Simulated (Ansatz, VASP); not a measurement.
# CuO: VASP beside Ansatz

```
Cu O
1.0
     2.87950    0.00000    0.00000
     0.03907    2.87928    0.00000
     0.01750    0.01724    5.17634
Cu O
2 2
Direct
  0.98699 0.50655 0.99987
  0.48639 0.00099 0.50254
  0.99593 0.99062 0.74703
  0.00004 0.99172 0.25001
```

Change from the starting cell: atoms moved at random, drawn with an rms of 0.05 Å.

Alike in both runs: task single point; functional PBE; k mesh 9 × 9 × 5; occupations fermi-dirac, width 0.05 eV; no spin polarisation.

|  | VASP | Ansatz |
| --- | --- | --- |
| version | VASP 6.6.1 | Ansatz 0.2.0 |
| potentials or method | VASP PAW PBE potentials, release 64 (Cu, O), cutoff 520 eV | all-electron LAPW, scalar-relativistic |

|  | VASP | Ansatz | Ansatz less VASP |
| --- | --- | --- | --- |
| gap on the k mesh at the Fermi level (eV) | none | none | - |
| pressure (GPa) | 6.9 | 6.1 | -0.82 |
| traceless stress, the component that is largest in VASP (GPa) | -0.67 | -0.99 | -0.320 |
| rms of the force components (eV/Å) | 0.359 | 0.349 | -0.0106 |

Atom by atom the forces differ by 0.011 eV/Å (rms over components). A gap of «none» marks a metal or a gap that the smearing closes. Ansatz ran all-electron here, and VASP with PAW potentials.
